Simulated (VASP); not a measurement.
# Ge in VASP: a series of runs, part 2 of 2

VASP 6.6.1.

## 4. Single point, r2SCAN, non-collinear spin, zero start, spin-orbit coupling

This run uses another cell than the first one, of 22.83 Å³/atom, 0.967 times its volume.

Contents of POSCAR:

```
Ge
1.0
    0.0000000000      2.8368735121      2.8368735121
    2.8368735121      0.0000000000      2.8368735121
    2.8368735121      2.8368735121      0.0000000000
Ge
2
Direct
    0.0000000000      0.0000000000      0.0000000000
    0.2500000000      0.2500000000      0.2500000000
```

Contents of INCAR.step1:

```
PREC = Accurate
ENCUT = 520
ISMEAR = -1
SIGMA = 0.02
LREAL = False
LASPH = True
NELM = 150
MAGMOM = 0 0 0 0 0 0
LSORBIT = True
GGA_COMPAT = False
NBANDS = 40
GGA = PE
ALGO = Normal
EDIFF = 1E-4
LWAVE = True
LCHARG = False
```

Contents of INCAR.step2:

```
PREC = Accurate
ENCUT = 520
EDIFF = 1E-7
ISMEAR = -1
SIGMA = 0.02
LREAL = False
LASPH = True
NELM = 150
ALGO = Normal
ISIF = 2
LWAVE = False
LCHARG = False
MAGMOM = 0 0 0 0 0 0
LORBIT = 11
LSORBIT = True
GGA_COMPAT = False
LORBMOM = True
METAGGA = R2SCAN
LMIXTAU = True
NBANDS = 40
ISTART = 1
```

Contents of KPOINTS:

```
regular mesh
0
Gamma
  8 8 8
```

Potentials or basis: VASP PAW PBE potentials, release 64 (Ge_d).

Started as:

```sh
$ cat potpaw_PBE.64/Ge_d/POTCAR > POTCAR
$ cp INCAR.step1 INCAR
$ mpirun -np 1 vasp_ncl > vasp.out
$ cp INCAR.step2 INCAR
$ mpirun -np 1 vasp_ncl > vasp.out
```

OUTCAR:

```text
PREC = Accurate
   ENCUT = 520
   EDIFF = 1E-7
   ISMEAR = -1
   LREAL = False
   LASPH = True
   NELM = 150
   ISIF = 2
   LORBIT = 11
   LSORBIT = True
   METAGGA = R2SCAN
   ISTART = 1

 ion  position               nearest neighbor table
   1  0.000  0.000  0.000-   2 2.46   2 2.46   2 2.46   2 2.46
   2  0.250  0.250  0.250-   1 2.46   1 2.46   1 2.46   1 2.46

  LATTYP: Found a face centered cubic cell.
 ALAT       =     5.6737470242

  Lattice vectors:

 A1 = (   0.0000000000,   2.8368735121,   2.8368735121)
 A2 = (   2.8368735121,   0.0000000000,   2.8368735121)
 A3 = (   2.8368735121,   2.8368735121,   0.0000000000)

Analysis of symmetry for initial positions (statically):
=====================================================================
 Subroutine PRICEL returns:
 Original cell was already a primitive cell.

 Routine SETGRP: Setting up the symmetry group for a
 face centered cubic supercell.

 Subroutine GETGRP returns: Found 48 space group operations
 (whereof 24 operations were pure point group operations)
 out of a pool of 48 trial point group operations.

[... 1297 lines left out ...]
     0.0000000     0.0000000     0.0000000     0.0000000     0.0000000     0.0000000     0.0000000
     0.0000000     0.0000000     0.0000000     0.0000000     0.0000000     0.0000000     0.0000000
     0.0000000     0.0000000     0.0000000     0.0000000     0.0000000     0.0000000     0.0000000
     0.0000000     0.0000000     0.0000000     0.0000000     0.0000000     0.0000000     0.0000000
     0.0000000     0.0000000     0.0000000     0.0000000     0.0000000     0.0000000     0.0000000
     0.0000000     0.0000000     0.0000000     0.0000000     0.0000000     0.0000000     0.0000000

 Ion:    2  E_soc:     -0.0173062
 l=   1
     0.0000000    -0.0019609    -0.0019609
    -0.0019609     0.0000000    -0.0019609
    -0.0019609    -0.0019609     0.0000000
 l=   2
     0.0000000    -0.0001853     0.0000000    -0.0001853    -0.0007382
    -0.0001853     0.0000000    -0.0005536    -0.0001853    -0.0001845
     0.0000000    -0.0005536     0.0000000    -0.0005536     0.0000000
    -0.0001853    -0.0001853    -0.0005536     0.0000000    -0.0001845
    -0.0007382    -0.0001845     0.0000000    -0.0001845     0.0000000
 l=   3
     0.0000000     0.0000000     0.0000000     0.0000000     0.0000000     0.0000000     0.0000000
     0.0000000     0.0000000     0.0000000     0.0000000     0.0000000     0.0000000     0.0000000
     0.0000000     0.0000000     0.0000000     0.0000000     0.0000000     0.0000000     0.0000000
     0.0000000     0.0000000     0.0000000     0.0000000     0.0000000     0.0000000     0.0000000
     0.0000000     0.0000000     0.0000000     0.0000000     0.0000000     0.0000000     0.0000000
     0.0000000     0.0000000     0.0000000     0.0000000     0.0000000     0.0000000     0.0000000
     0.0000000     0.0000000     0.0000000     0.0000000     0.0000000     0.0000000     0.0000000

 total charge

# of ion       s       p       d       tot
------------------------------------------
    1        1.102   1.285  10.022  12.409
    2        1.102   1.285  10.022  12.409
--------------------------------------------------
tot          2.205   2.571  20.043  24.818

 magnetization (x)

# of ion       s       p       d       tot
------------------------------------------
    1        0.000   0.000   0.000   0.000
    2        0.000   0.000   0.000   0.000
--------------------------------------------------
tot          0.000   0.000   0.000   0.000

 magnetization (y)

# of ion       s       p       d       tot
------------------------------------------
    1        0.000  -0.000  -0.000  -0.000
    2       -0.000  -0.000   0.000  -0.000
--------------------------------------------------
tot          0.000  -0.000  -0.000  -0.000

 magnetization (z)

# of ion       s       p       d       tot
------------------------------------------
    1       -0.000  -0.000   0.000  -0.000
    2       -0.000  -0.000   0.000  -0.000
--------------------------------------------------
tot         -0.000  -0.000   0.000  -0.000
```

OUTCAR.step1:

```text
PREC = Accurate
   ENCUT = 520
   ISMEAR = -1
   LREAL = False
   LASPH = True
   NELM = 150
   LSORBIT = True
   GGA = PE
   EDIFF = 1E-4
[... 1319 lines left out ...]
     0.0000000     0.0000000     0.0000000     0.0000000     0.0000000     0.0000000     0.0000000
     0.0000000     0.0000000     0.0000000     0.0000000     0.0000000     0.0000000     0.0000000
     0.0000000     0.0000000     0.0000000     0.0000000     0.0000000     0.0000000     0.0000000
     0.0000000     0.0000000     0.0000000     0.0000000     0.0000000     0.0000000     0.0000000
     0.0000000     0.0000000     0.0000000     0.0000000     0.0000000     0.0000000     0.0000000

=======================================================================

 ========================================================
```

OSZICAR.step1:

```text
N       E                     dE             d eps       ncg     rms          rms(c)
DAV:   1     0.273002487406E+03    0.27300E+03   -0.13457E+04  2864   0.385E+03
DAV:   2     0.411252219969E+02   -0.23188E+03   -0.22206E+03  2328   0.893E+02
DAV:   3    -0.608186989953E+01   -0.47207E+02   -0.46627E+02  2552   0.204E+02
DAV:   4    -0.904498422948E+01   -0.29631E+01   -0.29569E+01  2712   0.596E+01
DAV:   5    -0.910963396096E+01   -0.64650E-01   -0.64646E-01  2496   0.101E+01    0.319E+00
DAV:   6    -0.905331671573E+01    0.56317E-01   -0.31590E-02  2704   0.180E+00    0.188E+00
DAV:   7    -0.902315346788E+01    0.30163E-01   -0.46504E-02  2504   0.206E+00    0.295E-01
DAV:   8    -0.902420282720E+01   -0.10494E-02   -0.47020E-03  2632   0.773E-01    0.122E-01
DAV:   9    -0.902506465693E+01   -0.86183E-03   -0.70321E-04  2472   0.259E-01    0.245E-02
DAV:  10    -0.902516105811E+01   -0.96401E-04   -0.11896E-04  2040   0.121E-01
   1 F= -.90251611E+01 E0= -.90250840E+01  d E =-.154213E-03  mag=    -0.0000    -0.0000     0.0000
```

Run time: 6 min. Hardware: 1 thread of Intel Xeon 6975P-C (Granite Rapids), shared host; peak memory 0.36 GiB.

Results:

| Item | Value |
| --- | --- |
| Free energy | -27.7529 eV |
| Pressure | 0.0 GPa |
| Net moment | 0.00 μB per cell |
| Valence electrons inside the program's atomic spheres | Ge 12.41 |

Moments on the atoms (μB; x, y, z):
```
Ge  0.00 0.00 0.00
Ge  0.00 0.00 0.00
```

Caveat: the PAW data sets were made with another functional, which shifts forces and pressure a little.

## 5. Single point, PBE (epitaxial 111 strain -3.0%)

Contents of INCAR:

```
SYSTEM = Ge
PREC = Accurate ; ENCUT = 500
EDIFF = 1E-6 ; ISMEAR = -1
SIGMA = 0.02 ; LREAL = .FALSE.
LASPH = .TRUE. ; NELM = 120
ALGO = Normal ; ISIF = 2
LWAVE = .FALSE. ; LCHARG = .FALSE.
GGA = PE ; NBANDS = 21
GGA_COMPAT = .FALSE.
```

Contents of KPOINTS:

```
Automatic mesh
0
G
  8 8 8
  0 0 0
```

Contents of POSCAR:

```
Ge
1.0
    0.0766219575      2.8283892642      2.8283892642
    2.8283892642      0.0766219575      2.8283892642
    2.8283892642      2.8283892642      0.0766219575
Ge
2
Direct
    0.0017094592      0.0017094592      0.0017094592
    0.2482905408      0.2482905408      0.2482905408
```

Potentials or basis: VASP PAW PBE potentials, release 64 (Ge_d).

Started as:

```sh
$ cat potpaw_PBE.64/Ge_d/POTCAR > POTCAR
$ mpirun -np 1 vasp_std > vasp.out
```

OUTCAR:

```text
SYSTEM = Ge
   PREC = Accurate
   ENCUT = 500
   EDIFF = 1E-6
   ISMEAR = -1
   LREAL = .FALSE.
   LASPH = .TRUE.
   NELM = 120
   ISIF = 2
   GGA = PE

 ion  position               nearest neighbor table
   1  0.002  0.002  0.002-   2 2.41   2 2.41   2 2.41   2 2.45
   2  0.248  0.248  0.248-   1 2.41   1 2.41   1 2.41   1 2.45

  LATTYP: Found a trigonal (rhomboedric) cell.
 ALAT       =     4.0006802652
 COS(alpha) =     0.5268969745

  Lattice vectors:

 A1 = (   0.0766219575,   2.8283892642,   2.8283892642)
 A2 = (   2.8283892642,   0.0766219575,   2.8283892642)
 A3 = (   2.8283892642,   2.8283892642,   0.0766219575)

Analysis of symmetry for initial positions (statically):
=====================================================================
 Subroutine PRICEL returns:
 Original cell was already a primitive cell.

 Routine SETGRP: Setting up the symmetry group for a
 trigonal (rhombohedral) supercell.

 Subroutine GETGRP returns: Found 12 space group operations
 (whereof  6 operations were pure point group operations)
[... 161 lines left out ...]
  ---------------------------------------------------
  free energy    TOTEN  =        -8.91733545 eV

  energy without entropy =       -8.91708735  energy(sigma->0) =       -8.91721140

 E-fermi :   5.5533     XC(G=0): -10.1266

 val. band max:        5.5474227952   @ k =   0.0000   0.0000   0.0000
 cond. band min:       5.5718958131   @ k =   0.5000   0.0000  -0.0000
 fundamental gap:      0.0244730179
 Fermi energy:         5.5533491541

 k-point     1 :       0.0000    0.0000    0.0000
  band No.  band energies     occupation
      1     -19.4781      2.00000
      2     -19.4781      2.00000
      3     -19.4435      2.00000
      4     -19.4269      2.00000
      5     -19.4269      2.00000
      6     -19.2196      2.00000
[... 565 lines left out ...]
     20      14.1399      0.00000
     21      15.6798      0.00000

 [... further k-points ...]

------------------------ aborting loop because EDIFF is reached ----------------------------------------

  FORCE on cell =-STRESS in cart. coord.  units (eV):
  Direction    XX          YY          ZZ          XY          YZ          ZX
  --------------------------------------------------------------------------------------
  -------------------------------------------------------------------------------------
  Total        1.9070506      1.9070506      1.9070506     -0.5152402     -0.5152402     -0.5152402
  in kB       70.3780310     70.3780310     70.3780310    -19.0144860    -19.0144860    -19.0144860
  external PRESSURE =      70.3780310 kB  Pullay stress =       0.0000000 kB

 VOLUME and BASIS-vectors are now :
 -----------------------------------------------------------------------------
  energy-cutoff  :      500.00
  volume of cell :       43.41
      direct lattice vectors                 reciprocal lattice vectors
     0.076621958  2.828389264  2.828389264    -0.184129693  0.179273127  0.179273127
     2.828389264  0.076621958  2.828389264     0.179273127 -0.184129693  0.179273127
     2.828389264  2.828389264  0.076621958     0.179273127  0.179273127 -0.184129693

 POSITION                                       TOTAL-FORCE (eV/Angst)
 -----------------------------------------------------------------------------------
      0.00980      0.00980      0.00980         0.034695      0.034695      0.034695
      1.42355      1.42355      1.42355        -0.034695     -0.034695     -0.034695
 -----------------------------------------------------------------------------------
    total drift:                                0.000000      0.000000      0.000000

  FREE ENERGIE OF THE ION-ELECTRON SYSTEM (eV)
  ---------------------------------------------------
  free  energy   TOTEN  =        -8.9173354476 eV

  energy  without entropy=       -8.9170873515  energy(sigma->0) =       -8.91721140
```

Wall time 65 s (1 thread of AMD EPYC 7R43 (Zen 3), shared host); peak memory 0.15 GiB.

Results:

```
Free energy            : -8.9173 eV
Pressure               : 7.0 GPa
Largest force          : 0.060 eV/Å
Band gap on the k mesh : 0.02 eV, indirect (least direct gap 0.17 eV)
```

Forces on the atoms (eV/Å):
```
Ge   0.035  0.035  0.035
Ge  -0.035 -0.035 -0.035
```

Levels at points of the mesh, in eV from the valence-band top:
| k point | band 11 | band 12 | band 13 | band 14 | band 15 | band 16 | band 17 | band 18 |
| --- | --- | --- | --- | --- | --- | --- | --- | --- |
| (0.00, 0.00, 0.00) | -13.23 | -0.40 | 0.00 | 0.00 | 0.17 | 2.29 | 2.59 | 2.59 |
| (0.50, 0.00, 0.00) | -10.97 | -7.92 | -1.77 | -1.58 | 0.02 | 3.50 | 3.66 | 6.93 |
| (0.50, 0.50, 0.00) | -9.25 | -9.11 | -3.52 | -3.18 | 0.34 | 0.79 | 9.61 | 9.66 |
| (0.50, 0.50, 0.50) | -11.24 | -7.98 | -1.37 | -1.37 | 0.63 | 3.82 | 3.82 | 7.27 |

Caveat: the cell differs from its parent crystal (epitaxial 111 strain -3.0%).

## 6. Overview

| level | spin | cell | cutoff (eV) | gap on the mesh (eV) | pressure (GPa) | largest force (eV/Å) |
| --- | --- | --- | --- | --- | --- | --- |
| r2SCAN | off | a = 4.022 Å, angles 61.2°, 2 atoms | 520 | 0.06 | -2.1 | 0.01 |
| r2SCAN | off | a = 4.027 Å, angles 61.7°, 2 atoms | 520 | none | -2.9 | 0.01 |
| r2SCAN | non-collinear, zero start, SOC | a = 4.012 Å, angles 60.0°, 2 atoms | 520 | - | 0.0 | - |
| PBE | off | a = 4.001 Å, angles 58.2°, 2 atoms | 500 | 0.02 | 7.0 | 0.06 |

Alike in all rows: task single point; potentials or basis VASP PAW PBE potentials, release 64 (Ge_d); k mesh 8 × 8 × 8; smearing fermi-dirac 0.02 eV.

Caveats: the PAW data sets were made with another functional, which shifts forces and pressure a little (some runs).

Total energies depend on the potentials used, so only differences within one code and one set of settings carry meaning.
